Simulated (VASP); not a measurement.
Runs of VASP 6.6.1 on BP. The structure is that of space group F-43m (No. 216), or close to it. The cells are those of the table. 

```tsv
task	level	potentials or basis	cell	k mesh	cutoff (eV)	smearing	grid for exact exchange (PRECFOCK)	share of exact exchange	screening parameter	gap on the mesh (eV)	pressure (GPa)
single point	PBEsol-based screened hybrid with 25 % exact exchange	VASP PAW PBE potentials, release 64 (P, B)	a = 3.251 Å, angles 60.0°, 2 atoms	5 × 5 × 5	520	fermi-dirac 0.05 eV	Normal	0.25	0.207 1/Å	1.96	-9.6
single point	b88 exchange, pbe correlation	VASP PAW PBE potentials, release 64 (P, B)	a = 3.209 Å, angles 60.0°, 2 atoms	10 × 10 × 10	500	fermi-dirac 0.1 eV	-	-	-	1.25	1.2
single point	r2SCANh+D3(BJ)	VASP PAW PBE potentials, release 64 (P, B)	a = 3.209 Å, angles 60.0°, 2 atoms	6 × 6 × 6	460	gaussian 0.05 eV	Normal	0.1	-	(a)	-3.7
single point	PBE	VASP PAW PBE potentials, release 64 (P, B)	a = 3.209 Å, angles 60.0°, 2 atoms	4 × 4 × 4	520	fermi-dirac 0.06 eV	-	-	-	1.31	2.0
dielectric tensor	LDA	VASP PAW LDA potentials, release 64 (P, B)	a = 3.209 Å, angles 60.0°, 2 atoms	10 × 10 × 10	520	gaussian 0.01 eV	-	-	-	1.19	-
single point	PBE0	VASP PAW PBE potentials, release 64 (P, B)	a = 3.187 Å, angles 60.0°, 2 atoms	5 × 5 × 5	520	fermi-dirac 0.05 eV	Normal	0.25	-	2.69	1.5
single point	HF	VASP PAW PBE potentials, release 64 (P, B)	a = 3.209 Å, angles 60.0°, 2 atoms	5 × 5 × 5	520	fermi-dirac 0.05 eV	Normal	1	-	8.07	3.8
relaxation of cell and atoms	PBEsol	VASP PAW PBE potentials, release 64 (P, B)	relaxed from a = 3.209 Å, angles 60.0°, 2 atoms	10 × 10 × 10	600	fermi-dirac 0.05 eV	-	-	-	1.12	0.0
single point	PBEsol-based screened hybrid with 25 % exact exchange	VASP PAW PBE potentials, release 64 (P, B)	a = 3.209 Å, angles 60.0°, 2 atoms	6 × 6 × 6	420	gaussian 0.01 eV	Normal	0.25	0.207 1/Å	(b)	-3.8
single point	HF	VASP PAW PBE potentials, release 64 (P, B)	a = 3.230 Å, angles 60.0°, 2 atoms	5 × 5 × 5	520	fermi-dirac 0.05 eV	Normal	1	-	8.08	0.2
single point	RPBE+D4	VASP PAW PBE potentials, release 64 (P, B)	a = 3.155 Å, angles 60.0°, 2 atoms	10 × 10 × 10	520	fermi-dirac 0.05 eV	-	-	-	1.17	-0.5
single point	b88 exchange, pbe correlation	VASP PAW PBE potentials, release 64 (P, B)	a = 3.251 Å, angles 60.0°, 2 atoms	10 × 10 × 10	500	fermi-dirac 0.05 eV	-	-	-	1.30	-4.8
```

Alike in all rows: no spin polarisation.

Estimate the missing entries.

(a) 2.07; (b) 2.00.

Caveats: some runs use coarse meshes; the PAW data sets were made with another functional, which shifts forces and pressure a little (at least some runs); an odd mesh through Γ misses points on the zone boundary, where band edges can lie (at least some runs); the cell stands under tension (at least some runs).
